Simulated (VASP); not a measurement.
# MgO (Pm-3m) in VASP: a series of runs

MgO is run at these levels: r2SCAN; tasks: single point.

All numbers are computed with VASP 6.6.1; they aren't measurements. Logs are shortened: lines on timing, memory, paths and dates and some standing lists are left out, and cuts for length are marked.

### Step 1. The cell of the first run

It takes space group Pm-3m (No. 221, cubic). Conventional cell: a = 2.658 Å, b = 2.658 Å, c = 2.658 Å, α = 90.00°, β = 90.00°, γ = 90.00°. Within 3.0 Å of Mg (site symmetry m-3m) lie 8 O at 2.30 Å and 6 Mg at 2.66 Å. Within 3.0 Å of O (site symmetry m-3m) lie 8 Mg at 2.30 Å and 6 O at 2.66 Å.

### Step 2. Single point, r2SCAN (9.39 Å³/atom)

Contents of POSCAR:

```
MgO
1.0
    2.6583824980      0.0000000000      0.0000000000
    0.0000000000      2.6583824980      0.0000000000
    0.0000000000      0.0000000000      2.6583824980
Mg O
1 1
Direct
    0.0000000000      0.0000000000      0.0000000000
    0.5000000000      0.5000000000      0.5000000000
```

Contents of INCAR.step1:

```
SYSTEM = MgO
PREC = Accurate
ENCUT = 750
ISMEAR = 0
SIGMA = 0.05
LREAL = .False.
LASPH = .True.
NELM = 120
NBANDS = 15
GGA = PE
ALGO = Normal
EDIFF = 1E-5
LWAVE = .True.
LCHARG = .False.
GGA_COMPAT = .False.
```

Contents of INCAR.step2:

```
SYSTEM = MgO
PREC = Accurate
ENCUT = 750
EDIFF = 1E-6
ISMEAR = 0
SIGMA = 0.05
LREAL = .False.
LASPH = .True.
NELM = 120
ALGO = Normal
ISIF = 2
LWAVE = .False.
LCHARG = .False.
METAGGA = R2SCAN
LMIXTAU = .True.
NBANDS = 15
ISTART = 1
GGA_COMPAT = .False.
```

Contents of KPOINTS:

```
Automatic mesh
0
Gamma
  8 8 8
  0 0 0
```

Potentials or basis: VASP PAW PBE potentials, release 64 (Mg_sv, O).

On the command line:

```console
cat potpaw_PBE.64/Mg_sv/POTCAR potpaw_PBE.64/O/POTCAR > POTCAR
cp INCAR.step1 INCAR
mpirun -np 1 vasp_std > vasp.out
cp INCAR.step2 INCAR
mpirun -np 1 vasp_std > vasp.out
```

OUTCAR:

```text
SYSTEM = MgO
   PREC = Accurate
   ENCUT = 750
   EDIFF = 1E-6
   ISMEAR = 0
   LREAL = .False.
   LASPH = .True.
   NELM = 120
   ISIF = 2
   METAGGA = R2SCAN
   ISTART = 1

 ion  position               nearest neighbor table
   1  0.000  0.000  0.000-
   2  0.500  0.500  0.500-

  LATTYP: Found a simple cubic cell.
 ALAT       =     2.6583824980

  Lattice vectors:

 A1 = (   2.6583824980,   0.0000000000,   0.0000000000)
 A2 = (   0.0000000000,   2.6583824980,   0.0000000000)
 A3 = (   0.0000000000,   0.0000000000,   2.6583824980)

Analysis of symmetry for initial positions (statically):
=====================================================================
 Subroutine PRICEL returns:
 Original cell was already a primitive cell.

 Routine SETGRP: Setting up the symmetry group for a
 simple cubic supercell.

 Subroutine GETGRP returns: Found 48 space group operations
 (whereof 48 operations were pure point group operations)
 out of a pool of 48 trial point group operations.

The static configuration has the point symmetry O_h .

Analysis of symmetry for dynamics (positions and initial velocities):
=====================================================================
 Subroutine PRICEL returns:
 Original cell was already a primitive cell.

 Routine SETGRP: Setting up the symmetry group for a
 simple cubic supercell.

 Subroutine GETGRP returns: Found 48 space group operations
 (whereof 48 operations were pure point group operations)
 out of a pool of 48 trial point group operations.

The dynamic configuration has the point symmetry O_h .

 Subroutine INISYM returns: Found 48 space group operations
 (whereof 48 operations are pure point group operations),
 and found     1 'primitive' translations

----------------------------------------------------------------------------------------

                                     Primitive cell

  volume of cell :      18.7868

  direct lattice vectors                    reciprocal lattice vectors
     2.658382498  0.000000000  0.000000000     0.376168592  0.000000000  0.000000000
     0.000000000  2.658382498  0.000000000     0.000000000  0.376168592  0.000000000
     0.000000000  0.000000000  2.658382498     0.000000000  0.000000000  0.376168592

  length of vectors
     2.658382498  2.658382498  2.658382498     0.376168592  0.376168592  0.376168592

  position of ions in fractional coordinates (direct lattice)
     0.000000000  0.000000000  0.000000000
     0.500000000  0.500000000  0.500000000

  ion indices of the primitive-cell ions
   primitive index   ion index
                 1           1
[... 85 lines left out ...]
   NUPDOWN=      -1.0000    fix difference up-down
   EMIN   =  10.00;   EMAX   =-10.00  energy-range for DOS
   EFERMI =   0.00;   METHOD = LEGACY
   ISMEAR =     0;   SIGMA  =   0.05  broadening in eV -4-tet -1-fermi 0-gaus
   EFERMI_NEDOS =   21; number of points for ismear=-14 and -15
   IALGO  =     38    algorithm
   IMIX   =      4    mixing-type and parameters
     AMIX     =   0.40;   BMIX     =  1.00
     AMIX_MAG =   1.60;   BMIX_MAG =  1.00
  volume/ion in A,a.u.               =       9.39        63.39
  Fermi-wavevector in a.u.,A,eV,Ry     =   1.551782  2.932443 32.763198  2.408027
  Thomas-Fermi vector in A             =   2.656252
   LORBIT       =      0    0 simple, 1 ext, 2 COOP (PROOUT), +10 PAW based schemes
   METAGGA = R2SCAN    functional components
   LHFCALC =     F    Hartree Fock is set to
   AEXX    =    0.0000 exact exchange contribution
   IVDW    =     0    specifies the selected vdW correction
   LEPSILON=     F    determine dielectric tensor
   LRPA    =     F    only Hartree local field effects (RPA)
 non-spin polarized calculation
 Gauss-broadening in eV      SIGMA  =   0.05
  energy-cutoff  :      750.00
  volume of cell :       18.79
 maximum number of plane-waves:       912
 NGX is ok and might be reduce to    24
   NGX = 11   NGY = 11   NGZ = 11

 number of electron      16.0000016 magnetization

 Free energy of the ion-electron system (eV)
  ---------------------------------------------------
  ext. energy  EPLUGINS =         0.00000000
  ---------------------------------------------------
  free energy    TOTEN  =       -14.54063998 eV

  energy without entropy =      -14.54063998  energy(sigma->0) =      -14.54063998

 E-fermi :   4.6371     XC(G=0): -12.1238

 val. band max:        4.1997483125   @ k =   0.5000   0.5000   0.0000
 cond. band min:       7.3553014652   @ k =   0.0000   0.0000   0.0000
 fundamental gap:      3.1555531526
 Fermi energy:         4.6371397075

 k-point     1 :       0.0000    0.0000    0.0000
  band No.  band energies     occupation
      1     -73.4819      2.00000
      2     -38.5474      2.00000
      3     -38.5474      2.00000
      4     -38.5474      2.00000
      5     -15.1026      2.00000
      6       3.1900      2.00000
      7       3.1900      2.00000
      8       3.1900      2.00000
      9       7.3553      0.00000
     10      15.5986      0.00000
     11      15.5986      0.00000
     12      25.5621      0.00000
     13      25.5621      0.00000
     14      25.5621      0.00000
[... 401 lines left out ...]
      2     -38.6428      2.00000
      3     -38.6250      2.00000
      4     -38.5437      2.00000
      5     -13.1860      2.00000
      6      -0.5967      2.00000
      7       0.1861      2.00000
      8       3.4675      2.00000
      9      11.0055      0.00000
     10      15.7754      0.00000
     11      16.3203      0.00000
     12      20.1317      0.00000
     13      23.9505      0.00000
     14      24.3896      0.00000
     15      28.7772      0.00000

 [... further k-points ...]

------------------------ aborting loop because EDIFF is reached ----------------------------------------

  FORCE on cell =-STRESS in cart. coord.  units (eV):
  Direction    XX          YY          ZZ          XY          YZ          ZX
  --------------------------------------------------------------------------------------
  -------------------------------------------------------------------------------------
  Total       -0.7259143     -0.7259143     -0.7259143      0.0000000      0.0000000      0.0000000
  in kB      -61.9075385    -61.9075385    -61.9075385      0.0000000      0.0000000      0.0000000
  external PRESSURE =     -61.9075385 kB  Pullay stress =       0.0000000 kB

 VOLUME and BASIS-vectors are now :
 -----------------------------------------------------------------------------
  energy-cutoff  :      750.00
  volume of cell :       18.79
      direct lattice vectors                 reciprocal lattice vectors
     2.658382498  0.000000000  0.000000000     0.376168592  0.000000000  0.000000000
     0.000000000  2.658382498  0.000000000     0.000000000  0.376168592  0.000000000
     0.000000000  0.000000000  2.658382498     0.000000000  0.000000000  0.376168592

 POSITION                                       TOTAL-FORCE (eV/Angst)
 -----------------------------------------------------------------------------------
      0.00000      0.00000      0.00000         0.000000      0.000000      0.000000
      1.32919      1.32919      1.32919         0.000000      0.000000      0.000000
 -----------------------------------------------------------------------------------
    total drift:                                0.000000      0.000000     -0.000000

  FREE ENERGIE OF THE ION-ELECTRON SYSTEM (eV)
  ---------------------------------------------------
  free  energy   TOTEN  =       -14.5406399842 eV

  energy  without entropy=      -14.5406399842  energy(sigma->0) =      -14.54063998
```

OUTCAR.step1:

```text
SYSTEM = MgO
   PREC = Accurate
   ENCUT = 750
   ISMEAR = 0
   LREAL = .False.
   LASPH = .True.
[... 654 lines left out ...]
      0.00000      0.00000      0.00000         0.000000      0.000000      0.000000
      1.32919      1.32919      1.32919         0.000000      0.000000      0.000000
 -----------------------------------------------------------------------------------
    total drift:                                0.000000      0.000000     -0.000000

  FREE ENERGIE OF THE ION-ELECTRON SYSTEM (eV)
  ---------------------------------------------------
  free  energy   TOTEN  =       -10.3931436277 eV

  energy  without entropy=      -10.3931436277  energy(sigma->0) =      -10.39314363
```

OSZICAR.step1:

```text
N       E                     dE             d eps       ncg     rms          rms(c)
DAV:   1     0.147314411902E+03    0.14731E+03   -0.12721E+04  1050   0.164E+03
DAV:   2    -0.680817817981E+01   -0.15412E+03   -0.14547E+03  1351   0.412E+02
DAV:   3    -0.120385836697E+02   -0.52304E+01   -0.52095E+01  1269   0.727E+01
DAV:   4    -0.120931509767E+02   -0.54567E-01   -0.54563E-01  1253   0.764E+00
DAV:   5    -0.120940444450E+02   -0.89347E-03   -0.89346E-03  1296   0.782E-01    0.862E+00
DAV:   6    -0.104692201238E+02    0.16248E+01   -0.20650E+00  1085   0.147E+01    0.288E+00
DAV:   7    -0.104254947089E+02    0.43725E-01   -0.13252E-01  1225   0.316E+00    0.169E+00
DAV:   8    -0.103936055565E+02    0.31889E-01   -0.50588E-02  1288   0.234E+00    0.311E-01
DAV:   9    -0.103930488259E+02    0.55673E-03   -0.40863E-03  1225   0.575E-01    0.120E-01
DAV:  10    -0.103931583527E+02   -0.10953E-03   -0.27089E-04  1232   0.238E-01    0.770E-02
DAV:  11    -0.103931441484E+02    0.14204E-04   -0.59959E-05  1197   0.111E-01    0.700E-03
DAV:  12    -0.103931436277E+02    0.52075E-06   -0.23460E-06   616   0.188E-02
   1 F= -.10393144E+02 E0= -.10393144E+02  d E =-.136532E-48
```

Run time: 17 s. Hardware: 1 thread of Intel Xeon 6975P-C (Granite Rapids), shared host; peak memory 0.15 GiB.

Results:

- Free energy: -14.5406 eV
- Pressure: -6.2 GPa
- Band gap on the k mesh: 3.16 eV (least direct gap 4.17 eV)

Levels at points of the mesh, in eV from the valence-band top:
| k point | band 4 | band 5 | band 6 | band 7 | band 8 | band 9 | band 10 | band 11 | band 12 | band 13 |
| --- | --- | --- | --- | --- | --- | --- | --- | --- | --- | --- |
| (0.00, 0.00, 0.00) | -42.75 | -19.30 | -1.01 | -1.01 | -1.01 | 3.16 | 11.40 | 11.40 | 21.36 | 21.36 |
| (0.50, 0.00, 0.00) | -42.74 | -18.16 | -6.34 | -0.56 | -0.56 | 7.71 | 10.28 | 15.62 | 18.31 | 18.91 |
| (0.50, 0.50, 0.00) | -42.73 | -17.36 | -4.63 | -4.63 | 0.00 | 5.81 | 13.09 | 13.09 | 14.14 | 20.23 |
| (0.50, 0.50, 0.50) | -42.83 | -16.56 | -3.60 | -3.60 | -3.60 | 8.30 | 8.30 | 8.30 | 17.46 | 19.90 |

Caveat: the cell stands under tension; the PAW data sets were made with another functional, which shifts forces and pressure a little. A k mesh can miss the band edges.

(Part 1 of 2 ends here.)
